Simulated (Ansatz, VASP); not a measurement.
## Be3V: VASP beside Ansatz

Contents of INCAR:

```
SYSTEM = Be3V
ALGO = Normal
EDIFF = 1E-7
EDIFFG = -0.04
ENCUT = 600
GGA = PE
IBRION = 2
ISIF = 3
ISMEAR = 0
ISPIN = 2
LASPH = .TRUE.
LCHARG = .FALSE.
LMAXMIX = 4
LORBIT = 11
LREAL = .FALSE.
LWAVE = .FALSE.
MAGMOM = 0 0 0 2
NELM = 150
NSW = 90
PREC = Accurate
SIGMA = 0.1
```

File KPOINTS:

```
k-points
0
G
  6 6 6
  0 0 0
```

File POSCAR:

```
Be3V
1.0
    0.0000000000      2.5963283700      2.5963283700
    2.5963283700      0.0000000000      2.5963283700
    2.5963283700      2.5963283700      0.0000000000
Be V
3 1
Direct
    0.5000000000      0.5000000000      0.5000000000
    0.2500000000      0.2500000000      0.2500000000
    0.7500000000      0.7500000000      0.7500000000
    0.0000000000      0.0000000000      0.0000000000
```

Input for Ansatz:

```yaml
crystal:
  lattice:
    - [0.0, 2.59632837, 2.59632837]
    - [2.59632837, 0.0, 2.59632837]
    - [2.59632837, 2.59632837, 0.0]
  atoms:
    - { symbol: Be, position: [0.5, 0.5, 0.5] }
    - { symbol: Be, position: [0.25, 0.25, 0.25] }
    - { symbol: Be, position: [0.75, 0.75, 0.75] }
    - { symbol: V, position: [0.0, 0.0, 0.0], spin: 2.0 }
basis:
  ecutwfc: 420
kpoints:
  mp_grid: { grid: [6, 6, 6] }
hamiltonian:
  xc: pbe
scf:
  occupations: { method: gaussian, width: 0.1 }
  lower_state_search: "off"
output:
  forces: true
  stress: true
  eigenvalues: true
  populations: true
magnetization:
  spin_polarized: true
relax:
  adjacent_minimum: "off"
  f_tol: 0.04
  max_steps: 70
  cell: { stress_tol: 0.4 }
```

Change from the starting cell: species swapped into the ScCu3 type (Fm-3m, No. 225).

Alike in both runs: task relaxation of cell and atoms; functional PBE; k mesh 6 × 6 × 6; occupations gaussian, width 0.1 eV; collinear spin.

|  | VASP | Ansatz |
| --- | --- | --- |
| version | VASP 6.6.1 | Ansatz 0.2.0 |
| potentials or method | VASP PAW PBE potentials, release 64 (Be, V_sv), cutoff 600 eV | scalar-relativistic, plane waves, PAW |
| valence electrons in the cell | 19 | 19 |

|  | VASP | Ansatz | Ansatz less VASP |
| --- | --- | --- | --- |
| gap on the k mesh at the Fermi level, each at its own relaxed structure (eV) | none | none | - |
| net moment per atom (μB) | 0.15 | 0.14 | 0.000 |
| size of the moment on the site where the two differ most (μB) | 0.57 | 0.50 | -0.074 |
| relaxed volume (Å³/atom) | 9.47 | 9.46 | -0.008 |
| relaxed cell length with the largest relative difference (Å) | 3.769 | 3.768 | -0.0010 |

Site moments also hang on the region over which each program counts them. A gap of «none» marks a metal or a gap that the smearing closes.
